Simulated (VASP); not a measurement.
# Ca12O11 (a cell with a defect) in VASP: single point with HSE06

Aim: the single point of Ca12O11 (a cell with a defect) with HSE06.

All numbers are computed with VASP 6.6.1; they aren't measurements. Logs are shortened: lines on timing, memory, paths and dates and some standing lists are left out, and cuts for length are marked.

## Step 1: The cell of the first run

The cell holds a defect, 23 atoms: a = 6.742 Å, b = 6.742 Å, c = 10.114 Å, α = 60.00°, β = 60.00°, γ = 60.00°.

## Step 2: Single point, HSE06

The input, POSCAR:

```
Ca12O11
1.0
    0.0000000000      4.7676000000      4.7676000000
    4.7676000000      0.0000000000      4.7676000000
    7.1514000000      7.1514000000      0.0000000000
O Ca
11 12
Direct
    0.7510610000      0.2497280000      0.1633940000
    0.7501830000      0.2490930000      0.8360550000
    0.2509470000      0.7498870000      0.1729160000
    0.7505360000      0.2495490000      0.4997320000
    0.2503090000      0.7490180000      0.8264560000
    0.2506670000      0.2493800000      0.4997370000
    0.7423840000      0.7497150000      0.1718940000
    0.7589090000      0.7492120000      0.8275660000
    0.2509520000      0.2412240000      0.1718900000
    0.2503110000      0.2576370000      0.8275930000
    0.7507950000      0.7494570000      0.4997150000
    0.0065940000      0.9933850000      0.9997480000
    0.9827050000      0.0144210000      0.6796920000
    0.5185720000      0.4844040000      0.3197140000
    0.9858240000      0.0171990000      0.3198110000
    0.4947110000      0.5053340000      0.9997000000
    0.5154740000      0.4816090000      0.6796450000
    0.0045960000      0.5033890000      0.9941600000
    0.5155210000      0.0141770000      0.3207160000
    0.9858350000      0.4845690000      0.6787280000
    0.4966060000      0.9954880000      0.0052830000
    0.9990440000      0.4978100000      0.3352870000
    0.5022550000      0.0010190000      0.6641580000
```

The input, INCAR.step1:

```
PREC = Accurate ; ENCUT = 520
EDIFF = 1E-5 ; ISMEAR = -1
SIGMA = 0.05 ; LREAL = Auto
LASPH = T ; NELM = 80
ALGO = Normal ; ISIF = 2
LWAVE = T ; LCHARG = F
GGA = PE ; NELECT = 184.0
ISYM = 0 ; NBANDS = 110
```

The input, INCAR.step2:

```
PREC = Accurate ; ENCUT = 520
EDIFF = 1E-7 ; ISMEAR = -1
SIGMA = 0.05 ; LREAL = Auto
LASPH = T ; NELM = 80
ALGO = Normal ; ISIF = 2
LWAVE = F ; LCHARG = F
GGA = PE ; LHFCALC = T
HFSCREEN = 0.2079 ; PRECFOCK = Fast
ISTART = 1 ; NELECT = 184.0
ISYM = 0 ; NBANDS = 110
```

The input, KPOINTS:

```
Automatic mesh
0
Gamma
  1 1 1
  0.25 0.25 0.25
```

Potentials or basis: VASP PAW PBE potentials, release 64 (O, Ca_sv).

Run with:

```
$ cat potpaw_PBE.64/O/POTCAR potpaw_PBE.64/Ca_sv/POTCAR > POTCAR
$ cp INCAR.step1 INCAR
$ mpirun -np 1 vasp_std > vasp.out
$ cp INCAR.step2 INCAR
$ mpirun -np 1 vasp_std > vasp.out
```

OUTCAR:

```text
PREC = Accurate
   ENCUT = 520
   EDIFF = 1E-7
   ISMEAR = -1
   LREAL = Auto
   LASPH = T
   NELM = 80
   ISIF = 2
   GGA = PE
   LHFCALC = T
   HFSCREEN = 0.2079
   PRECFOCK = Fast
   ISTART = 1
   NELECT = 184.0
   ISYM = 0

 ion  position               nearest neighbor table
   1  0.751  0.250  0.163-  14 2.24  15 2.24  19 2.25  12 2.39  16 2.39  18 2.42
   2  0.750  0.249  0.836-  13 2.24  17 2.24  20 2.25  16 2.39  12 2.39  21 2.42
   3  0.251  0.750  0.173-  15 2.33  14 2.34  21 2.34  22 2.40  12 2.40  16 2.41
   4  0.751  0.250  0.500-  22 2.37  23 2.37  17 2.40  14 2.40  13 2.40  15 2.40
   5  0.250  0.749  0.826-  17 2.33  13 2.34  18 2.34  23 2.40  16 2.41  12 2.41
   6  0.251  0.249  0.500-  23 2.38  22 2.38  13 2.40  14 2.40  20 2.41  19 2.41
[... 10 lines left out ...]
  17  0.515  0.482  0.680-   2 2.24   5 2.33  10 2.34   4 2.40  11 2.40  13 3.15
  18  0.005  0.503  0.994-   5 2.34   8 2.36  10 2.36   1 2.42   7 2.45   9 2.45
  19  0.516  0.014  0.321-   1 2.25   7 2.33   9 2.33   6 2.41  11 2.41
  20  0.986  0.485  0.679-   2 2.25  10 2.33   8 2.33  11 2.41   6 2.41
  21  0.497  0.995  0.005-   3 2.34   9 2.36   7 2.36   2 2.42  10 2.45   8 2.45
  22  0.999  0.498  0.335-   4 2.37  11 2.38   6 2.38   9 2.39   7 2.39   3 2.40
  23  0.502  0.001  0.664-   4 2.37   6 2.38  11 2.38   8 2.39  10 2.39   5 2.40

IMPORTANT INFORMATION: All symmetrisations will be switched off!
NOSYMM: (Re-)initialisation of all symmetry stuff for point group C_1.

----------------------------------------------------------------------------------------

                                     Primitive cell

  volume of cell :     325.1028

  direct lattice vectors                    reciprocal lattice vectors
     0.000000000  4.767600000  4.767600000    -0.104874570  0.104874570  0.104874570
     4.767600000  0.000000000  4.767600000     0.104874570 -0.104874570  0.104874570
     7.151400000  7.151400000  0.000000000     0.069916380  0.069916380 -0.069916380

  length of vectors
     6.742404580  6.742404580 10.113606870     0.181648084  0.181648084  0.121098722

  position of ions in fractional coordinates (direct lattice)
     0.751061000  0.249728000  0.163394000
     0.750183000  0.249093000  0.836055000
     0.250947000  0.749887000  0.172916000
     0.750536000  0.249549000  0.499732000
     0.250309000  0.749018000  0.826456000
     0.250667000  0.249380000  0.499737000
[... 15 lines left out ...]
     0.999044000  0.497810000  0.335287000
     0.502255000  0.001019000  0.664158000

  ion indices of the primitive-cell ions
   primitive index   ion index
                 1           1
[... 84 lines left out ...]
   EFERMI =   0.00;   METHOD = LEGACY
   ISMEAR =    -1;   SIGMA  =   0.05  broadening in eV -4-tet -1-fermi 0-gaus
   EFERMI_NEDOS =   21; number of points for ismear=-14 and -15
   IALGO  =     38    algorithm
   IMIX   =      1    mixing-type and parameters
     AMIX     =   0.40;   BMIX     =  1.00
     AMIX_MAG =   1.60;   BMIX_MAG =  1.00
  volume/ion in A,a.u.               =      14.13        95.39
  Fermi-wavevector in a.u.,A,eV,Ry     =   1.354172  2.559014 24.950121  1.833782
  Thomas-Fermi vector in A             =   2.481366
   LORBIT       =      0    0 simple, 1 ext, 2 COOP (PROOUT), +10 PAW based schemes
   GGA     = PE    functional components
   LHFCALC =     T    Hartree Fock is set to
   PRECFOCK=fast      Normal, Fast or Accurate (Low or Medium for compatibility)
   ENCUT4O =  -1.0   cutoff for four orbital integrals eV
   NKREDX  =     1    reduce k-point grid by
   NKREDY  =     1    reduce k-point grid by
   NKREDZ  =     1    reduce k-point grid by
   AEXX    =    0.2500 exact exchange contribution
   HFSCREEN=    0.2079 screening length (either q_TF or 0.3 A-1)
   HFSCREENC=   0.2079 screening length for correlation (either q_TF or 0.3 A-1)
   ENCUTFOCK=  -1.0 apply spherical cutoff to Coloumb kernel
   IVDW    =     0    specifies the selected vdW correction
   LEPSILON=     F    determine dielectric tensor
   LRPA    =     F    only Hartree local field effects (RPA)
 non-spin polarized calculation
  energy-cutoff  :      520.00
  volume of cell :      325.10
 maximum number of plane-waves:      8768
 NGX is ok and might be reduce to    50
  NGX = 28; NGY = 28; NGZ = 40

 number of electron     184.0000017 magnetization

 Free energy of the ion-electron system (eV)
  ---------------------------------------------------
  ext. energy  EPLUGINS =         0.00000000
  ---------------------------------------------------
  free energy    TOTEN  =      -173.95887229 eV

  energy without entropy =     -173.95887229  energy(sigma->0) =     -173.95887229

 E-fermi :   2.5649     XC(G=0):  -8.4466

 val. band max:        1.3351226406   @ k =   0.2500   0.2500   0.2500
 cond. band min:       4.8647414594   @ k =   0.2500   0.2500   0.2500
 fundamental gap:      3.5296188188
 Fermi energy:         2.5649480466

 k-point     1 :       0.2500    0.2500    0.2500
  band No.  band energies     occupation
      1     -38.8507      2.00000
      2     -38.8297      2.00000
      3     -38.7795      2.00000
      4     -38.7765      2.00000
      5     -38.7699      2.00000
      6     -38.7685      2.00000
[... 96 lines left out ...]
    103       9.3999      0.00000
    104       9.5074      0.00000
 [bands above 104 left out]

------------------------ aborting loop because EDIFF is reached ----------------------------------------

  FORCE on cell =-STRESS in cart. coord.  units (eV):
  Direction    XX          YY          ZZ          XY          YZ          ZX
  --------------------------------------------------------------------------------------
  -------------------------------------------------------------------------------------
  Total       -3.8848244     -3.9129310     -3.9760043     -1.5194693      0.5183977      0.5193101
  in kB      -19.1452609    -19.2837765    -19.5946153     -7.4882756      2.5547769      2.5592734
  external PRESSURE =     -19.3412176 kB  Pullay stress =       0.0000000 kB

 VOLUME and BASIS-vectors are now :
 -----------------------------------------------------------------------------
  energy-cutoff  :      520.00
  volume of cell :      325.10
      direct lattice vectors                 reciprocal lattice vectors
     0.000000000  4.767600000  4.767600000    -0.104874570  0.104874570  0.104874570
     4.767600000  0.000000000  4.767600000     0.104874570 -0.104874570  0.104874570
     7.151400000  7.151400000  0.000000000     0.069916380  0.069916380 -0.069916380

 POSITION                                       TOTAL-FORCE (eV/Angst)
 -----------------------------------------------------------------------------------
      2.35910      4.74925      4.77136        -0.028666     -0.027829      0.045989
      7.16654      9.55554      4.76415         0.028029      0.027290     -0.045015
      4.81175      2.43301      4.77158         0.024141      0.029831     -0.023644
      4.76353      7.15204      4.76801        -0.001899      0.001147      0.000278
      9.48134      7.10369      4.76439        -0.025094     -0.027808      0.023545
      4.76276      4.76890      2.38402         0.000335     -0.001320     -0.000270
[... 15 lines left out ...]
      4.77113      7.16081      7.13640        -0.022107     -0.021690      0.030413
      4.75452      7.14421      2.39941         0.022334      0.023017     -0.029836
 -----------------------------------------------------------------------------------
    total drift:                                0.003098     -0.002665     -0.000118

  FREE ENERGIE OF THE ION-ELECTRON SYSTEM (eV)
  ---------------------------------------------------
  free  energy   TOTEN  =      -173.9588722949 eV

  energy  without entropy=     -173.9588722948  energy(sigma->0) =     -173.95887229
```

OSZICAR.step1:

```text
N       E                     dE             d eps       ncg     rms          rms(c)
DAV:   1     0.229988252948E+04    0.22999E+04   -0.93393E+04   220   0.172E+03
DAV:   2     0.449328867459E+02   -0.22549E+04   -0.22045E+04   260   0.529E+02
DAV:   3    -0.159252212715E+03   -0.20419E+03   -0.20323E+03   280   0.152E+02
DAV:   4    -0.171340578009E+03   -0.12088E+02   -0.12061E+02   344   0.339E+01
DAV:   5    -0.172144309268E+03   -0.80373E+00   -0.80341E+00   352   0.713E+00    0.293E+01
DAV:   6    -0.150958899439E+03    0.21185E+02   -0.12927E+02   304   0.355E+01    0.119E+01
DAV:   7    -0.151143731060E+03   -0.18483E+00   -0.15958E+01   272   0.117E+01    0.643E+00
DAV:   8    -0.150859466654E+03    0.28426E+00   -0.25007E+00   288   0.541E+00    0.209E+00
DAV:   9    -0.150794901544E+03    0.64565E-01   -0.94873E-01   296   0.283E+00    0.656E-01
DAV:  10    -0.150809131129E+03   -0.14230E-01   -0.15217E-01   296   0.116E+00    0.382E-01
DAV:  11    -0.150811578168E+03   -0.24470E-02   -0.43388E-02   328   0.530E-01    0.227E-01
DAV:  12    -0.150812737750E+03   -0.11596E-02   -0.12492E-02   256   0.316E-01    0.123E-01
DAV:  13    -0.150812651872E+03    0.85878E-04   -0.26977E-03   248   0.152E-01    0.422E-02
DAV:  14    -0.150812768468E+03   -0.11660E-03   -0.49014E-04   272   0.721E-02    0.235E-02
DAV:  15    -0.150812778684E+03   -0.10216E-04   -0.10546E-04   240   0.347E-02    0.125E-02
DAV:  16    -0.150812788925E+03   -0.10241E-04   -0.51920E-05   184   0.218E-02    0.967E-03
DAV:  17    -0.150812788840E+03    0.85045E-07   -0.82790E-06   144   0.112E-02
   1 F= -.15081279E+03 E0= -.15081279E+03  d E =-.139613E-08
```

Run time: 36 min. Hardware: 1 thread of AMD EPYC, shared host; peak memory 0.62 GiB.

Results:

| Property | Result |
| --- | --- |
| Free energy | -173.9589 eV |
| Largest force | 0.061 eV/Å |

Forces in eV/Å, atoms in the order of the input:
```
O   -0.029 -0.028  0.046
O    0.028  0.027 -0.045
O    0.024  0.030 -0.024
O   -0.002  0.001  0.000
O   -0.025 -0.028  0.024
O    0.000 -0.001  0.000
O    0.028  0.018 -0.034
O   -0.031 -0.018  0.030
O    0.017  0.028 -0.034
O   -0.019 -0.028  0.033
O    0.001 -0.001 -0.003
Ca   0.020 -0.020  0.002
Ca  -0.018  0.010  0.002
Ca   0.021 -0.009 -0.002
Ca  -0.008  0.010 -0.002
Ca  -0.017  0.018  0.001
Ca   0.008 -0.012  0.004
Ca   0.024  0.025 -0.039
Ca   0.003  0.002 -0.006
Ca   0.000 -0.002  0.006
Ca  -0.026 -0.024  0.041
Ca  -0.022 -0.022  0.030
Ca   0.022  0.023 -0.030
```

Levels at points of the mesh, in eV from the Fermi level:
```tsv
k point	band 88	band 89	band 90	band 91	band 92	band 93	band 94	band 95	band 96	band 97
(0.25, 0.25, 0.25)	-1.69	-1.62	-1.58	-1.26	-1.23	2.30	4.55	4.97	5.34	5.39
```

Caveat: the k points lie up to 1.14 Å⁻¹ apart, too coarse for converged energies, forces and pressures; the cell carries a net charge on a neutralising background, which shifts energy and pressure; the cell is charged against a uniform background, so pressure and absolute levels hang on convention; the PAW data sets were made with another functional, which shifts forces and pressure a little.
